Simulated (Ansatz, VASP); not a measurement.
**Al2H in VASP and in Ansatz**

```
Al H
1.0
    -1.87908    1.87908    3.98065
     1.87908   -1.87908    3.98065
     1.87908    1.87908   -3.98065
Al H
2 1
Direct
  0.78502 0.78502 0.00000
  0.21498 0.21498 0.00000
  0.00000 0.00000 0.00000
```

Alike in both runs: functional PBE; k mesh 16 × 16 × 16; occupations gaussian, width 0.1 eV; no spin polarisation.

Ansatz relaxed the structure, and its values are those at the end. VASP's run is a single point on that final structure, the one shown.

```csv
,VASP,Ansatz
version,VASP 6.6.1,Ansatz 0.2.0
potentials or method,"VASP PAW PBE potentials, release 64 (Al, H), cutoff 520 eV","scalar-relativistic, plane waves, PAW"
valence electrons in the cell,7,7
```

VASP gave:

- gap on the k mesh at the Fermi level (eV): none
- pressure (GPa): -0.1

Question: Which values does Ansatz return?

Answer: gap on the k mesh at the Fermi level (eV): none; pressure (GPa): 0.0.

A gap of «none» marks a metal or a gap that the smearing closes. The functional is the same, so the differences come from potentials, cutoffs and numerics.
